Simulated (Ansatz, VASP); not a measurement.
## One calculation of P, two programs

```
P
1.0
    -1.55081    1.55081    1.55081
     1.55081   -1.55081    1.55081
     1.55081    1.55081   -1.55081
P
1
Direct
  0.00000 0.00000 0.00000
```

Alike in both runs: task single point; functional r2SCAN; k mesh 16 × 16 × 16; occupations fermi-dirac, width 0.1 eV; no spin polarisation.

```csv
,VASP,Ansatz
version,VASP 6.6.1,Ansatz 0.2.0
potentials or method,"VASP PAW PBE potentials, release 64 (P), cutoff 520 eV","plane waves (500 eV) with PAW, scalar-relativistic"
valence electrons in the cell,5,5
```

```tsv
	VASP	Ansatz	Ansatz less VASP
pressure (GPa)	-3.7	-3.6	+0.11
```

VASP's potentials were made for PBE, not for r2SCAN. With one functional, cell and mesh, what is left measures potentials, basis and numerics.
